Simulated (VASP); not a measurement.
# NaGeF3 (Pm-3m) in VASP: further runs

Runs on NaGeF3. Level: PBE. Tasks: single point.

Program: VASP 6.6.1. These are calculated values, not measurements. Logs are shortened: lines on timing, memory, paths and dates and some standing lists are left out, and cuts for length are marked.

### 1 The cell of the first run

Symmetry: Pm-3m, No. 221, cubic system. Conventional cell: a = 4.348 Å, b = 4.348 Å, c = 4.348 Å, α = 90.00°, β = 90.00°, γ = 90.00°. Within 4.0 Å of Na (site symmetry m-3m) lie 12 F at 3.07 Å and 8 Ge at 3.77 Å. Ge (site symmetry m-3m) has 6 F at 2.17 Å within 2.9 Å. F (site symmetry 4/mmm) has 2 Ge at 2.17 Å within 2.9 Å.

### 2 Single point, PBE

File INCAR:

```
SYSTEM = NaGeF3
  PREC = Accurate
  ENCUT = 520
  EDIFF = 1E-7
  ISMEAR = -1
  SIGMA = 0.02
  LREAL = .FALSE.
  LASPH = .TRUE.
  NELM = 100
  ALGO = Normal
  ISIF = 2
  LWAVE = .FALSE.
  LCHARG = .FALSE.
  GGA = PE
  NBANDS = 29
```

File KPOINTS:

```
regular mesh
0
G
  6 6 6
  0 0 0
```

File POSCAR:

```
NaGeF3
1.0
    4.3476431000      0.0000000000      0.0000000000
    0.0000000000      4.3476431000      0.0000000000
    0.0000000000      0.0000000000      4.3476431000
Na Ge F
1 1 3
Direct
    0.0000000000      0.0000000000      0.0000000000
    0.5000000000      0.5000000000      0.5000000000
    0.5000000000      0.5000000000      0.0000000000
    0.5000000000      0.0000000000      0.5000000000
    0.0000000000      0.5000000000      0.5000000000
```

Potentials or basis: VASP PAW PBE potentials, release 64 (Na_pv, Ge_d, F).

Run with:

```
$ cat potpaw_PBE.64/Na_pv/POTCAR potpaw_PBE.64/Ge_d/POTCAR potpaw_PBE.64/F/POTCAR > POTCAR
$ mpirun -np 1 vasp_std > vasp.out
```

OUTCAR:

```text
SYSTEM = NaGeF3
   PREC = Accurate
   ENCUT = 520
   EDIFF = 1E-7
   ISMEAR = -1
   LREAL = .FALSE.
   LASPH = .TRUE.
   NELM = 100
   ISIF = 2
   GGA = PE

 ion  position               nearest neighbor table
   1  0.000  0.000  0.000-
   2  0.500  0.500  0.500-   3 2.17   4 2.17   5 2.17   3 2.17   4 2.17   5 2.17
   3  0.500  0.500  0.000-   2 2.17   2 2.17
   4  0.500  0.000  0.500-   2 2.17   2 2.17
   5  0.000  0.500  0.500-   2 2.17   2 2.17

  LATTYP: Found a simple cubic cell.
 ALAT       =     4.3476431000

  Lattice vectors:

 A1 = (   4.3476431000,   0.0000000000,   0.0000000000)
 A2 = (   0.0000000000,   4.3476431000,   0.0000000000)
 A3 = (   0.0000000000,   0.0000000000,   4.3476431000)

Analysis of symmetry for initial positions (statically):
=====================================================================
 Subroutine PRICEL returns:
 Original cell was already a primitive cell.

 Routine SETGRP: Setting up the symmetry group for a
 simple cubic supercell.

 Subroutine GETGRP returns: Found 48 space group operations
 (whereof 48 operations were pure point group operations)
 out of a pool of 48 trial point group operations.

The static configuration has the point symmetry O_h .

Analysis of symmetry for dynamics (positions and initial velocities):
=====================================================================
 Subroutine PRICEL returns:
 Original cell was already a primitive cell.

 Routine SETGRP: Setting up the symmetry group for a
 simple cubic supercell.

 Subroutine GETGRP returns: Found 48 space group operations
 (whereof 48 operations were pure point group operations)
 out of a pool of 48 trial point group operations.

The dynamic configuration has the point symmetry O_h .

 Subroutine INISYM returns: Found 48 space group operations
 (whereof 48 operations are pure point group operations),
 and found     1 'primitive' translations

----------------------------------------------------------------------------------------

                                     Primitive cell

  volume of cell :      82.1792

  direct lattice vectors                    reciprocal lattice vectors
     4.347643100  0.000000000  0.000000000     0.230009680  0.000000000  0.000000000
     0.000000000  4.347643100  0.000000000     0.000000000  0.230009680  0.000000000
     0.000000000  0.000000000  4.347643100     0.000000000  0.000000000  0.230009680

  length of vectors
     4.347643100  4.347643100  4.347643100     0.230009680  0.230009680  0.230009680

  position of ions in fractional coordinates (direct lattice)
     0.000000000  0.000000000  0.000000000
     0.500000000  0.500000000  0.500000000
     0.500000000  0.500000000  0.000000000
     0.500000000  0.000000000  0.500000000
     0.000000000  0.500000000  0.500000000

  ion indices of the primitive-cell ions
   primitive index   ion index
                 1           1
                 2           2
                 3           3
                 4           4
                 5           5

----------------------------------------------------------------------------------------

 KPOINTS: regular mesh

Automatic generation of k-mesh.
 Grid dimensions read from file:
 generate k-points for:    6    6    6

 Generating k-lattice:

  Cartesian coordinates                     Fractional coordinates (reciprocal lattice)
     0.038334947  0.000000000  0.000000000     0.166666667  0.000000000  0.000000000
     0.000000000  0.038334947  0.000000000     0.000000000  0.166666667  0.000000000
     0.000000000  0.000000000  0.038334947     0.000000000  0.000000000  0.166666667

  Length of vectors
     0.038334947  0.038334947  0.038334947

  Shift w.r.t. Gamma in fractional coordinates (k-lattice)
     0.000000000  0.000000000  0.000000000

 Subroutine IBZKPT returns following result:
 ===========================================

 Found     20 irreducible k-points:

 Following reciprocal coordinates:
            Coordinates               Weight
  0.000000  0.000000  0.000000      1.000000
  0.166667  0.000000  0.000000      6.000000
  0.333333  0.000000  0.000000      6.000000
  0.500000  0.000000  0.000000      3.000000
  0.166667  0.166667  0.000000     12.000000
  0.333333  0.166667  0.000000     24.000000
[... 12 lines left out ...]
  0.500000  0.500000  0.333333      6.000000
  0.500000  0.500000  0.500000      1.000000
   k-points           NKPTS =     20   k-points in BZ     NKDIM =     20   number of bands    NBANDS=     29
   number of dos      NEDOS =    301   number of ions     NIONS =      5
   total plane-waves  NPLWV =  32768
   dimension x,y,z NGX =    32 NGY =   32 NGZ =   32
   dimension x,y,z NGXF=    64 NGYF=   64 NGZF=   64
   ions per type =               1   1   3
   NGX,Y,Z   is equivalent  to a cutoff of  12.24, 12.24, 12.24 a.u.
   NGXF,Y,Z  is equivalent  to a cutoff of  24.47, 24.47, 24.47 a.u.
 SYSTEM =  NaGeF3
   PREC   = accura    normal or accurate (medium, high low for compatibility)
   ISTART =      0    job   : 0-new  1-cont  2-samecut
   ICHARG =      2    charge: 1-file 2-atom 10-const
   ISPIN  =      1    spin polarized calculation?
   LNONCOLLINEAR =      F non collinear calculations
   LSORBIT =      F    spin-orbit coupling
   LASPH  =      T    aspherical Exc in radial PAW
   ENCUT  =  520.0 eV  38.22 Ry    6.18 a.u.   8.08  8.08  8.08*2*pi/ulx,y,z
   NELM   =    100;   NELMIN=  2; NELMDL= -5     # of ELM steps
   EDIFF  = 0.1E-06   stopping-criterion for ELM
   LREAL  =      F    real-space projection
   EDIFFG = 0.1E-05   stopping-criterion for IOM
   NSW    =      0    number of steps for IOM
   IBRION =     -1    ionic relax: 0-MD 1-quasi-New 2-CG
   NFREE  =      0    steps in history (QN), initial steepest desc. (CG)
   ISIF   =      2    stress and relaxation
   ISYM   =      2    0-nonsym 1-usesym 2-fastsym
   POTIM  = 0.5000    time-step for ionic-motion
   TEBEG  =    0.0;   TEEND  =   0.0 temperature during run
   PSTRESS=    0.0 pullay stress
   NELECT =      42.0000    total number of electrons
   NUPDOWN=      -1.0000    fix difference up-down
   EMIN   =  10.00;   EMAX   =-10.00  energy-range for DOS
   EFERMI =   0.00;   METHOD = LEGACY
   ISMEAR =    -1;   SIGMA  =   0.02  broadening in eV -4-tet -1-fermi 0-gaus
   EFERMI_NEDOS =   21; number of points for ismear=-14 and -15
   IALGO  =     38    algorithm
   IMIX   =      4    mixing-type and parameters
     AMIX     =   0.40;   BMIX     =  1.00
     AMIX_MAG =   1.60;   BMIX_MAG =  1.00
  volume/ion in A,a.u.               =      16.44       110.91
  Fermi-wavevector in a.u.,A,eV,Ry     =   1.308893  2.473449 23.309502  1.713200
  Thomas-Fermi vector in A             =   2.439529
   LORBIT       =      0    0 simple, 1 ext, 2 COOP (PROOUT), +10 PAW based schemes
   GGA     = PE    functional components
   LHFCALC =     F    Hartree Fock is set to
   AEXX    =    0.0000 exact exchange contribution
   IVDW    =     0    specifies the selected vdW correction
   LEPSILON=     F    determine dielectric tensor
   LRPA    =     F    only Hartree local field effects (RPA)
 non-spin polarized calculation
  energy-cutoff  :      520.00
  volume of cell :       82.18
 maximum number of plane-waves:      2272
   NGX = 17   NGY = 17   NGZ = 17

 number of electron      41.9999937 magnetization

 Free energy of the ion-electron system (eV)
  ---------------------------------------------------
  ext. energy  EPLUGINS =         0.00000000
  ---------------------------------------------------
  free energy    TOTEN  =       -22.05841016 eV

  energy without entropy =      -22.05841016  energy(sigma->0) =      -22.05841016

 E-fermi :   3.3184     XC(G=0):  -8.4873

 val. band max:        2.8970859197   @ k =   0.5000   0.5000   0.5000
 cond. band min:       4.2015124625   @ k =   0.0000   0.0000   0.0000
 fundamental gap:      1.3044265428
 Fermi energy:         3.3183533496

 k-point     1 :       0.0000    0.0000    0.0000
  band No.  band energies     occupation
      1     -23.0352      2.00000
      2     -23.0352      2.00000
      3     -23.0352      2.00000
      4     -22.8873      2.00000
      5     -22.8873      2.00000
      6     -22.6156      2.00000
[... 21 lines left out ...]
     28      12.4845      0.00000
     29      12.4845      0.00000

 k-point     2 :       0.1667    0.0000    0.0000
  band No.  band energies     occupation
      1     -23.0386      2.00000
      2     -23.0352      2.00000
      3     -23.0352      2.00000
      4     -22.8872      2.00000
      5     -22.8546      2.00000
      6     -22.6159      2.00000
[... 21 lines left out ...]
     28      11.5477      0.00000
     29      11.5477      0.00000

 k-point     3 :       0.3333    0.0000    0.0000
  band No.  band energies     occupation
      1     -23.0449      2.00000
      2     -23.0351      2.00000
      3     -23.0351      2.00000
      4     -22.8869      2.00000
      5     -22.7875      2.00000
      6     -22.6164      2.00000
[... 21 lines left out ...]
     28      10.8866      0.00000
     29      11.0441      0.00000

 k-point     4 :       0.5000    0.0000    0.0000
  band No.  band energies     occupation
      1     -23.0479      2.00000
      2     -23.0350      2.00000
      3     -23.0350      2.00000
      4     -22.8869      2.00000
      5     -22.7532      2.00000
      6     -22.6167      2.00000
[... 469 lines left out ...]
     28       9.7235      0.00000
     29      13.2548      0.00000

 k-point    19 :       0.5000    0.5000    0.3333
  band No.  band energies     occupation
      1     -23.0386      2.00000
      2     -23.0386      2.00000
      3     -23.0370      2.00000
      4     -22.6919      2.00000
      5     -22.6365      2.00000
      6     -22.6180      2.00000
[... 21 lines left out ...]
     28       9.4098      0.00000
     29      13.9543      0.00000

 k-point    20 :       0.5000    0.5000    0.5000
  band No.  band energies     occupation
      1     -23.0378      2.00000
      2     -23.0378      2.00000
      3     -23.0378      2.00000
      4     -22.6365      2.00000
      5     -22.6365      2.00000
      6     -22.6179      2.00000
[... 21 lines left out ...]
     28       9.0314      0.00000
     29      14.3326      0.00000

------------------------ aborting loop because EDIFF is reached ----------------------------------------

  FORCE on cell =-STRESS in cart. coord.  units (eV):
  Direction    XX          YY          ZZ          XY          YZ          ZX
  --------------------------------------------------------------------------------------
  -------------------------------------------------------------------------------------
  Total        1.0019109      1.0019109      1.0019109      0.0000000     -0.0000000      0.0000000
  in kB       19.5334082     19.5334082     19.5334082      0.0000000     -0.0000000      0.0000000
  external PRESSURE =      19.5334082 kB  Pullay stress =       0.0000000 kB

 VOLUME and BASIS-vectors are now :
 -----------------------------------------------------------------------------
  energy-cutoff  :      520.00
  volume of cell :       82.18
      direct lattice vectors                 reciprocal lattice vectors
     4.347643100  0.000000000  0.000000000     0.230009680  0.000000000  0.000000000
     0.000000000  4.347643100  0.000000000     0.000000000  0.230009680  0.000000000
     0.000000000  0.000000000  4.347643100     0.000000000  0.000000000  0.230009680

 POSITION                                       TOTAL-FORCE (eV/Angst)
 -----------------------------------------------------------------------------------
      0.00000      0.00000      0.00000         0.000000      0.000000      0.000000
      2.17382      2.17382      2.17382         0.000000      0.000000      0.000000
      2.17382      2.17382      0.00000         0.000000      0.000000      0.000000
      2.17382      0.00000      2.17382         0.000000      0.000000      0.000000
      0.00000      2.17382      2.17382         0.000000      0.000000      0.000000
 -----------------------------------------------------------------------------------
    total drift:                                0.000000     -0.000000     -0.000000

  FREE ENERGIE OF THE ION-ELECTRON SYSTEM (eV)
  ---------------------------------------------------
  free  energy   TOTEN  =       -22.0584101606 eV

  energy  without entropy=      -22.0584101606  energy(sigma->0) =      -22.05841016
```

Run time: 14 s. Hardware: 1 thread of Intel Xeon 6975P-C (Granite Rapids), shared host; peak memory 0.19 GiB.

What came out:

```yaml
Free_energy: -22.0584 eV
Pressure: 2.0 GPa
Band_gap_on_the_k_mesh: 1.30 eV, indirect (least direct gap 1.90 eV)
```

Levels at points of the mesh, in eV from the valence-band top:
```csv
k point,band 18,band 19,band 20,band 21,band 22,band 23,band 24,band 25
"(0.00, 0.00, 0.00)",-5.52,-5.51,-5.51,-5.51,1.30,5.54,5.54,5.54
"(0.50, 0.00, 0.00)",-5.62,-5.51,-5.51,-2.92,1.68,4.51,4.94,5.36
"(0.50, 0.50, 0.00)",-5.72,-5.72,-5.10,-1.34,2.12,2.12,3.67,5.07
"(0.50, 0.50, 0.50)",-5.09,-5.09,-5.09,0.00,1.90,1.90,1.90,3.83
```

### 3 Single point, PBE (strain +5.0%)

File INCAR:

```
  PREC = Accurate
  ENCUT = 520
  EDIFF = 1E-6
  ISMEAR = -1
  SIGMA = 0.02
  LREAL = False
  LASPH = True
  NELM = 100
  ALGO = Normal
  ISIF = 2
  LWAVE = False
  LCHARG = False
  GGA = PE
  NBANDS = 29
```

File KPOINTS:

```
Automatic mesh
0
Gamma
  6 6 6
```

Changes to POSCAR since step 2:

```diff
@@ -2,5 +2,5 @@
 1.0
-    4.3476431000      0.0000000000      0.0000000000
-    0.0000000000      4.3476431000      0.0000000000
-    0.0000000000      0.0000000000      4.3476431000
+    4.5650252550      0.0000000000      0.0000000000
+    0.0000000000      4.5650252550      0.0000000000
+    0.0000000000      0.0000000000      4.5650252550
 Na Ge F
```

Potentials or basis: VASP PAW PBE potentials, release 64 (Na_pv, Ge_d, F).

Run with:

```
$ cat potpaw_PBE.64/Na_pv/POTCAR potpaw_PBE.64/Ge_d/POTCAR potpaw_PBE.64/F/POTCAR > POTCAR
$ mpirun -np 1 vasp_std > vasp.out
```

Run time: 21 s. Hardware: 1 thread of Intel Xeon 6975P-C (Granite Rapids), shared host; peak memory 0.22 GiB.

It converged, with:

```yaml
Free_energy: -21.9359 eV
Pressure: -4.6 GPa
Band_gap_on_the_k_mesh: 2.28 eV, indirect (least direct gap 2.45 eV)
```

Levels at points of the mesh, in eV from the valence-band top:
```tsv
k point	band 17	band 18	band 19	band 20	band 21	band 22	band 23	band 24	band 25	band 26
(0.00, 0.00, 0.00)	-3.97	-3.97	-3.95	-3.95	-3.95	2.28	5.60	5.60	5.60	8.18
(0.50, 0.00, 0.00)	-4.13	-4.03	-3.96	-3.96	-2.36	2.33	5.20	5.33	5.44	5.44
(0.50, 0.50, 0.00)	-4.31	-4.12	-4.12	-3.63	-1.08	2.63	2.63	4.36	5.22	7.21
(0.50, 0.50, 0.50)	-4.48	-3.62	-3.62	-3.62	0.00	2.45	2.45	2.45	4.61	6.75
```

Caveat: the cell differs from its parent crystal (strain +5.0%). A k mesh can miss the band edges.
